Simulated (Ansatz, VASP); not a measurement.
# One calculation of Y3Te3N, two programs

The input INCAR:

```
SYSTEM = Y3Te3N
PREC = Accurate
ENCUT = 520
EDIFF = 1E-6
ISMEAR = 0
SIGMA = 0.1
LREAL = Auto
LASPH = .TRUE.
NELM = 100
ALGO = Normal
ISIF = 2
LWAVE = .FALSE.
LCHARG = .FALSE.
GGA = PE
NBANDS = 132
```

Contents of KPOINTS:

```
regular mesh
0
G
  2 2 2
  0 0 0
```

POSCAR

```
Y3Te3N
1.0
    8.1279400000      0.0000000000      0.0000000000
    0.0000000000     11.9810830000      0.0000000000
   -2.7691430000      0.0000000000      8.2044670000
Y Te N
12 12 4
Direct
    0.6020780000      0.0238670000      0.8623450000
    0.3979220000      0.5238670000      0.6376550000
    0.3979220000      0.9761330000      0.1376550000
    0.6020780000      0.4761330000      0.3623450000
    0.8382220000      0.4122160000      0.7945570000
    0.1617780000      0.9122160000      0.7054430000
    0.1617780000      0.5877840000      0.2054430000
    0.8382220000      0.0877840000      0.2945570000
    0.7660460000      0.7093130000      0.6527200000
    0.2339540000      0.2093130000      0.8472800000
    0.2339540000      0.2906870000      0.3472800000
    0.7660460000      0.7906870000      0.1527200000
    0.7777810000      0.9789810000      0.5873860000
    0.2222190000      0.4789810000      0.9126140000
    0.2222190000      0.0210190000      0.4126140000
    0.7777810000      0.5210190000      0.0873860000
    0.5080990000      0.2665600000      0.6883390000
    0.4919010000      0.7665600000      0.8116610000
    0.4919010000      0.7334400000      0.3116610000
    0.5080990000      0.2334400000      0.1883390000
    0.9538700000      0.3064420000      0.5180770000
    0.0461300000      0.8064420000      0.9819230000
    0.0461300000      0.6935580000      0.4819230000
    0.9538700000      0.1935580000      0.0180770000
    0.6730830000      0.5348120000      0.6231050000
    0.3269170000      0.0348120000      0.8768950000
    0.3269170000      0.4651880000      0.3768950000
    0.6730830000      0.9651880000      0.1231050000
```

Input for Ansatz:

```yaml
crystal:
  lattice:
    - [8.12794, 0.0, 0.0]
    - [0.0, 11.981083, 0.0]
    - [-2.769143, 0.0, 8.204467]
  atoms:
    - { symbol: "Y", position: [0.602078, 0.023867, 0.862345] }
    - { symbol: "Y", position: [0.397922, 0.523867, 0.637655] }
    - { symbol: "Y", position: [0.397922, 0.976133, 0.137655] }
    - { symbol: "Y", position: [0.602078, 0.476133, 0.362345] }
    - { symbol: "Y", position: [0.838222, 0.412216, 0.794557] }
    - { symbol: "Y", position: [0.161778, 0.912216, 0.705443] }
    - { symbol: "Y", position: [0.161778, 0.587784, 0.205443] }
    - { symbol: "Y", position: [0.838222, 0.087784, 0.294557] }
    - { symbol: "Y", position: [0.766046, 0.709313, 0.65272] }
    - { symbol: "Y", position: [0.233954, 0.209313, 0.84728] }
    - { symbol: "Y", position: [0.233954, 0.290687, 0.34728] }
    - { symbol: "Y", position: [0.766046, 0.790687, 0.15272] }
    - { symbol: Te, position: [0.777781, 0.978981, 0.587386] }
    - { symbol: Te, position: [0.222219, 0.478981, 0.912614] }
    - { symbol: Te, position: [0.222219, 0.021019, 0.412614] }
    - { symbol: Te, position: [0.777781, 0.521019, 0.087386] }
    - { symbol: Te, position: [0.508099, 0.26656, 0.688339] }
    - { symbol: Te, position: [0.491901, 0.76656, 0.811661] }
    - { symbol: Te, position: [0.491901, 0.73344, 0.311661] }
    - { symbol: Te, position: [0.508099, 0.23344, 0.188339] }
    - { symbol: Te, position: [0.95387, 0.306442, 0.518077] }
    - { symbol: Te, position: [0.04613, 0.806442, 0.981923] }
    - { symbol: Te, position: [0.04613, 0.693558, 0.481923] }
    - { symbol: Te, position: [0.95387, 0.193558, 0.018077] }
    - { symbol: "N", position: [0.673083, 0.534812, 0.623105] }
    - { symbol: "N", position: [0.326917, 0.034812, 0.876895] }
    - { symbol: "N", position: [0.326917, 0.465188, 0.376895] }
    - { symbol: "N", position: [0.673083, 0.965188, 0.123105] }
basis:
  ecutwfc: 420
kpoints:
  mp_grid: { grid: [2, 2, 2] }
hamiltonian:
  xc: pbe
scf:
  occupations: { method: gaussian, width: 0.1 }
output:
  forces: true
  stress: true
  eigenvalues: true
```

Alike in both runs: task single point; functional PBE; k mesh 2 × 2 × 2; occupations gaussian, width 0.1 eV; no spin polarisation.

|  | VASP | Ansatz |
| --- | --- | --- |
| version | VASP 6.6.1 | Ansatz 0.2.0 |
| potentials or method | VASP PAW PBE potentials, release 64 (Y_sv, Te, N), cutoff 520 eV | scalar-relativistic, plane waves, PAW |
| valence electrons in the cell | 224 | 344 |

|  | VASP | Ansatz | Ansatz less VASP |
| --- | --- | --- | --- |
| gap on the k mesh at the Fermi level (eV) | 1.13 | 1.14 | +0.008 |
| least direct gap on the mesh (eV) | 1.13 | 1.14 | +0.008 |
| pressure (GPa) | 0.2 | 0.2 | 0.00 |
| traceless stress, the component that is largest in VASP (GPa) | -0.14 | -0.14 | -0.001 |
| rms of the force components (eV/Å) | 0.022 | 0.023 | +0.0006 |

Atom by atom the forces differ by 0.002 eV/Å (rms over components). VASP's potentials hold 224 valence electrons a cell and Ansatz's 344, so a difference there can come from the potentials and not from the codes.

Spin-orbit coupling is off throughout.
